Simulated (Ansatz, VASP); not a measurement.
# Two plane-wave programs on SiSnTe3

```
Si Sn Te
1.0
     4.95599    0.00000    0.00000
     0.00000    4.95599    0.00000
     0.00000    0.00000    4.95599
Si Sn Te
1 1 3
Direct
  0.50000 0.50000 0.50000
  0.00000 0.00000 0.00000
  0.00000 0.50000 0.50000
  0.50000 0.00000 0.50000
  0.50000 0.50000 0.00000
```

Change from the starting cell: species swapped into the KCoF3 type (Pm-3m, No. 221).

Alike in both runs: task single point; functional PBE; k mesh 4 × 4 × 4; occupations gaussian, width 0.1 eV; no spin polarisation.

|  | VASP | Ansatz |
| --- | --- | --- |
| version | VASP 6.6.1 | Ansatz 0.2.0 |
| potentials or method | VASP PAW PBE potentials, release 64 (Si, Sn_d, Te), cutoff 500 eV | scalar-relativistic, plane waves, PAW |
| valence electrons in the cell | 36 | 66 |

|  | VASP | Ansatz | Ansatz less VASP |
| --- | --- | --- | --- |
| gap on the k mesh at the Fermi level (eV) | none | none | - |
| pressure (GPa) | 15.8 | 15.8 | -0.08 |

A gap of «none» marks a metal or a gap that the smearing closes. VASP's potentials hold 36 valence electrons a cell and Ansatz's 66, so a difference there can come from the potentials and not from the codes.

Neither program's run includes spin-orbit coupling.
